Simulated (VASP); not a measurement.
Crystal: Si3Ge.

```
Si Ge
1.0
     3.72665    0.00000    0.00000
     0.00000    3.72665    0.00000
     0.00000    0.00000    4.83676
Si Ge
3 1
Direct
  0.00000 0.50000 0.00000
  0.50000 0.00000 0.00000
  0.00000 0.00000 0.50000
  0.50000 0.50000 0.00000
```

- Program: VASP 6.6.1
- Task: relaxation of cell and atoms
- Functional: PBE
- Potentials or basis: VASP PAW PBE potentials, release 64 (Si, Ge_d)
- Cutoff: 600 eV
- k mesh: 6 × 6 × 4
- Occupations: gaussian, width 0.1 eV
- Spin: no spin polarisation

At the start: pressure 70.6 GPa; volume 16.79 Å³/atom.

Task: How do energy, volume and symmetry change on relaxing?

Result: Over 18 steps the energy falls by 3132.7 meV/atom and the volume is 16.36 Å³/atom (-2.6 %); space group P4/mmm (No. 123, to 0.05 Å).

Step by step:
```
step  energy change (eV)  largest force (eV/Å)  pressure (GPa)  volume (Å³)
   1              0.0000                0.0000           70.64        67.17
   2             -6.6517                0.0000          -10.43       154.51
   3             -9.2560                0.0000           -4.93       106.77
   4             -9.2613                0.0000           -4.64       105.90
   5             -9.2633                0.0000           -4.16       104.42
   6             -9.8590                0.0000           -4.23        96.44
   7            -11.9598                0.0000           -2.28        72.17
   8            335.5286                0.0000         3010.29        22.14
   9            -12.0256                0.0000           -2.06        71.51
  10            -12.4521                0.0000            5.23        62.61
  11            -12.4654                0.0000            3.31        64.14
  12            -12.5115                0.0000           -2.55        67.60
  13            -12.5159                0.0000           -0.68        66.43
  14            -12.5170                0.0000           -1.22        66.76
  15            -12.5304                0.0000           -0.38        65.65
  16            -12.5304                0.0000           -0.44        65.67
  17            -12.5301                0.0000            0.27        65.13
  18            -12.5308                0.0000           -0.07        65.45
```

Final structure:
```cif
data_structure
_symmetry_space_group_name_H-M 'P 1'
_symmetry_Int_Tables_number 1
_cell_length_a 4.9135
_cell_length_b 4.9135
_cell_length_c 2.7112
_cell_angle_alpha 90.000
_cell_angle_beta 90.000
_cell_angle_gamma 90.000
_cell_volume 65.45
loop_
_atom_site_label
_atom_site_type_symbol
_atom_site_fract_x
_atom_site_fract_y
_atom_site_fract_z
_atom_site_occupancy
Si1 Si 0.00000 0.50000 0.00000 1
Si2 Si 0.50000 0.00000 0.00000 1
Si3 Si 0.00000 0.00000 0.50000 1
Ge1 Ge 0.50000 0.50000 0.00000 1
```
